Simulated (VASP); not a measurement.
Runs of VASP 6.6.1 on Be. The structure is that of space group P6_3/mmc (No. 194), or close to it. The cells are those of the table. 

| task | cell | k mesh | cutoff (eV) | gap on the mesh (eV) | pressure (GPa) | relaxed volume (Å³/atom) |
| --- | --- | --- | --- | --- | --- | --- |
| relaxation of cell and atoms | relaxed from a = 2.262, b = 2.262, c = 3.568 Å, angles 90.0, 90.0, 120.0°, 2 atoms | 27 × 27 × 16 | 600 | none | 0.1 | 7.92 |
| relaxation of cell and atoms | relaxed from a = 2.264, b = 2.264, c = 3.550 Å, angles 90.0, 90.0, 120.0°, 2 atoms | 27 × 27 × 16 | 600 | none | 0.1 | 7.92 |
| single point | a = 2.262, b = 2.262, c = 3.568 Å, angles 90.0, 90.0, 120.0°, 2 atoms | 9 × 9 × 6 | 600 | none | 0.1 | - |
| single point | a = 2.265, b = 2.265, c = 3.561 Å, angles 90.0, 90.0, 120.0°, 2 atoms | 27 × 27 × 16 | 520 | none | (a) | - |
| single point | a = 2.264, b = 2.264, c = 3.550 Å, angles 90.0, 90.0, 120.0°, 2 atoms | 9 × 9 × 6 | 600 | none | 0.6 | - |

Alike in all rows: level PBE; potentials or basis VASP PAW PBE potentials, release 64 (Be); no spin polarisation; smearing gaussian 0.1 eV.

Task: Fill in the values left out.

Result: (a) 0.2.

A gap of «none» marks levels without a gap at the run's occupations.
